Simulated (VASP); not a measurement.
TiO: single point with PBEsol

Crystal: TiO.

```xyz
2
Lattice="2.6244 0.0000 0.0000 -1.3122 2.2728 0.0000 0.0000 0.0000 3.1552" Properties=species:S:1:pos:R:3 pbc="T T T"
Ti    1.3122    0.7576    0.0000
O     0.0000    0.0000    1.5776
```

This cell differs from its parent crystal: ratio of the length along z to the lengths across it x 1.2, volume and fractional coordinates fixed.

| Property | Result |
| --- | --- |
| Program | VASP 6.6.1 |
| Task | single point |
| Functional | PBEsol |
| Potentials or basis | VASP PAW PBE potentials, release 64 (Ti_sv, O) |
| Cutoff | 520 eV |
| k mesh | 30 × 30 × 24 |
| Occupations | gaussian, width 0.15 eV |
| Spin | no spin polarisation |

| Item | Value |
| --- | --- |
| Pressure | -0.6 GPa |
| Band gap on the k mesh | zero (bands 9 and 10 overlap by 0.05 eV) |

Stress tensor (GPa, compression positive):
```
 26.71   0.00   0.00
  0.00  26.71   0.00
  0.00   0.00 -55.24
```

Levels at points of the mesh, in eV from the Fermi level:
```tsv
k point	band 5	band 6	band 7	band 8	band 9	band 10	band 11	band 12	band 13	band 14
(0.00, 0.00, 0.00)	-21.05	-5.47	-3.57	-3.57	-3.19	1.50	1.50	2.68	2.68	3.51
(0.50, 0.00, 0.00)	-19.27	-8.24	-6.61	-3.71	-2.56	1.93	2.73	3.30	4.07	6.77
(0.00, 0.00, 0.50)	-20.03	-8.60	-3.26	-3.26	-0.62	0.30	0.30	2.95	2.95	8.13
(0.50, 0.00, 0.50)	-19.52	-7.41	-6.93	-4.79	-1.22	1.76	2.91	3.92	4.04	8.46
```

Wall time 3.7 min on 1 thread of Intel(R) Xeon(R) Platinum 8488C (Sapphire Rapids), on a shared host, peak memory 0.43 GiB.

Caveat: the PAW data sets were made with another functional, which shifts forces and pressure a little; semilocal functionals often make such compounds metallic where correlation or magnetic order opens a gap, which also shifts bond lengths.
